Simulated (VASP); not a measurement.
Here is a VASP 6.6.1 calculation.

File INCAR:

```
PREC = Accurate ; ENCUT = 520
EDIFF = 1E-7 ; ISMEAR = -1
SIGMA = 0.02 ; LREAL = F
LASPH = T ; NELM = 60
ALGO = Normal ; ISIF = 2
LWAVE = F ; LCHARG = T
GGA = PE ; LELF = T
LVHAR = T ; NBANDS = 50
```

Contents of KPOINTS:

```
Automatic mesh
0
Gamma
  2 6 6
```

Contents of POSCAR:

```
SnSe
1.0
   12.0914356658      0.0000000000      0.0000000000
    0.0000000000      4.2533580415      0.0000000000
    0.0000000000      0.0000000000      4.5177512637
Sn Se
4 4
Direct
    0.6263673662      0.7500000000      0.3926737434
    0.8736326338      0.2500000000      0.8926737434
    0.3736326338      0.2500000000      0.6073262566
    0.1263673662      0.7500000000      0.1073262566
    0.1500608661      0.2500000000      0.5080279281
    0.6500608661      0.2500000000      0.9919720719
    0.3499391339      0.7500000000      0.0080279281
    0.8499391339      0.7500000000      0.4919720719
```

Potentials or basis: VASP PAW PBE potentials, release 64 (Sn_d, Se).

Run with:

```console
$ cat potpaw_PBE.64/Sn_d/POTCAR potpaw_PBE.64/Se/POTCAR > POTCAR
$ mpirun -np 1 vasp_std > vasp.out
```

Question: What does it give for the pressure?

Answer: 0.5 GPa.

Question: What does it give for the largest force?

Answer: 0.229 eV/Å.

Question: Predict the band gap on the k mesh.

Answer: 0.88 eV, indirect (least direct gap 1.07 eV).

Forces in eV/Å, atoms in the order of the input:
```
Sn  -0.179  0.000  0.144
Sn   0.179  0.000  0.144
Sn   0.179  0.000 -0.144
Sn  -0.179  0.000 -0.144
Se  -0.159  0.000  0.152
Se  -0.159  0.000 -0.152
Se   0.159  0.000  0.152
Se   0.159  0.000 -0.152
```

Caveat: the cell differs from its parent crystal (epitaxial xy strain +3.0%); spin-orbit coupling is left out, which moves the levels of the heavy elements. A k mesh can miss the band edges.
